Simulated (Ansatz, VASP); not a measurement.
**BeS in VASP and in Ansatz**

INCAR

```
SYSTEM = BeS
PREC = Accurate ; ENCUT = 600
EDIFF = 1E-6 ; ISMEAR = 0
SIGMA = 0.1 ; LREAL = .FALSE.
LASPH = .TRUE. ; NELM = 120
ALGO = Normal ; ISIF = 2
LWAVE = .FALSE. ; LCHARG = .TRUE.
GGA = PE ; IVDW = 12
LELF = .TRUE. ; LVHAR = .TRUE.
NBANDS = 11 ; GGA_COMPAT = .FALSE.
```

Contents of KPOINTS:

```
regular mesh
0
G
  6 6 6
  0 0 0
```

POSCAR

```
BeS
1.0
    0.0000000000      2.4200000000      2.4200000000
    2.4200000000      0.0000000000      2.4200000000
    2.4200000000      2.4200000000      0.0000000000
Be S
1 1
Direct
    0.0000000000      0.0000000000      0.0000000000
    0.2500000000      0.2500000000      0.2500000000
```

Input for Ansatz:

```yaml
crystal:
  lattice:
    - [0.0, 2.42, 2.42]
    - [2.42, 0.0, 2.42]
    - [2.42, 2.42, 0.0]
  atoms:
    - { symbol: Be, position: [0.0, 0.0, 0.0] }
    - { symbol: S, position: [0.25, 0.25, 0.25] }
basis:
  ecutwfc: 420
kpoints:
  mp_grid: { grid: [6, 6, 6] }
hamiltonian:
  xc: pbe
  dispersion: d3bj
  pseudopotentials: { kind: paw, azcp: { folder: soft_1 } }
scf:
  occupations: { method: gaussian, width: 0.1 }
output:
  forces: true
  stress: true
  eigenvalues: true
```

Alike in both runs: task single point; functional PBE; dispersion D3(BJ); k mesh 6 × 6 × 6; occupations gaussian, width 0.1 eV; no spin polarisation.

|  | VASP | Ansatz |
| --- | --- | --- |
| version | VASP 6.6.1 | Ansatz 0.2.0 |
| potentials or method | VASP PAW PBE potentials, release 64 (Be, S), cutoff 600 eV | scalar-relativistic, plane waves, PAW |
| valence electrons in the cell | 8 | 8 |

|  | VASP | Ansatz | Ansatz less VASP |
| --- | --- | --- | --- |
| gap on the k mesh at the Fermi level (eV) | 3.10 | 3.10 | 0.000 |
| least direct gap on the mesh (eV) | 5.67 | 5.65 | -0.016 |
| pressure (GPa) | -1.4 | -1.4 | -0.07 |
